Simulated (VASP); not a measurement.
Li: single point with PBE

Li:

```
CELL_PARAMETERS angstrom
7.31287 0.00000 0.00000
0.00000 7.31287 0.00000
0.00000 0.00000 7.31287
ATOMIC_POSITIONS crystal
Li 0.01366 0.92536 0.09107
Li 0.43262 0.84834 0.09884
Li 0.06731 0.38349 0.12211
Li 0.07539 0.95848 0.53852
Li 0.25979 0.10946 0.32415
Li 0.53804 0.45208 0.05102
Li 0.64125 0.99530 0.59814
Li 0.85019 0.19139 0.33838
Li 0.09921 0.40564 0.56085
Li 0.22348 0.63834 0.30036
Li 0.30656 0.15434 0.85087
Li 0.59313 0.45086 0.56610
Li 0.80905 0.70172 0.33877
Li 0.77126 0.23377 0.87373
Li 0.22970 0.66647 0.81664
Li 0.75215 0.71799 0.83688
```

```yaml
Program: VASP 6.6.1
Task: single point
Functional: PBE
Potentials_or_basis: VASP PAW PBE potentials, release 64 (Li_sv)
Cutoff: 520 eV
k_mesh: 2 × 2 × 2
Occupations: fermi-dirac, width 0.16 eV
Spin: no spin polarisation
```

The largest force is 0.920 eV/Å and the band gap on the k mesh is zero (band 24 reaches 0.34 eV, above the bottom of band 25 at -0.30 eV).

Forces on the atoms (eV/Å):
```
Li  -0.004  0.043 -0.232
Li   0.509  0.271 -0.086
Li  -0.068  0.106 -0.471
Li  -0.404 -0.459  0.656
Li   0.692  0.530 -0.294
Li  -0.252 -0.017  0.353
Li  -0.432 -0.106 -0.146
Li  -0.375  0.058 -0.113
Li  -0.333 -0.211  0.213
Li   0.208  0.244  0.284
Li  -0.020  0.044 -0.087
Li  -0.341 -0.089 -0.031
Li   0.028 -0.108 -0.080
Li   0.403 -0.224 -0.094
Li   0.098  0.061  0.040
Li   0.291 -0.144  0.088
```

Levels at points of the mesh, in eV from the Fermi level:
| k point | band 21 | band 22 | band 23 | band 24 | band 25 | band 26 |
| --- | --- | --- | --- | --- | --- | --- |
| (0.00, 0.00, 0.00) | -0.93 | -0.79 | -0.67 | 0.36 | 0.38 | 0.45 |
| (0.50, 0.00, 0.00) | -0.53 | -0.49 | -0.40 | -0.34 | -0.24 | -0.20 |
| (0.00, 0.50, 0.00) | -0.58 | -0.50 | -0.36 | -0.23 | -0.19 | -0.12 |
| (0.00, 0.00, 0.50) | -0.54 | -0.48 | -0.36 | -0.33 | -0.28 | -0.22 |
| (0.50, 0.50, 0.00) | -0.16 | -0.10 | -0.03 | 0.08 | 0.11 | 0.21 |
| (0.00, 0.50, 0.50) | -0.14 | -0.01 | 0.05 | 0.11 | 0.15 | 0.18 |
| (0.50, 0.00, 0.50) | -0.29 | -0.22 | 0.05 | 0.06 | 0.12 | 0.18 |
| (0.50, 0.50, 0.50) | -1.46 | -1.41 | -1.31 | -1.28 | 1.73 | 1.86 |

It took 91 s on 1 thread of Intel(R) Xeon(R) Platinum 8488C (Sapphire Rapids), on a shared host, peak memory 0.38 GiB.

Caveat: the k points lie up to 0.43 Å⁻¹ apart.
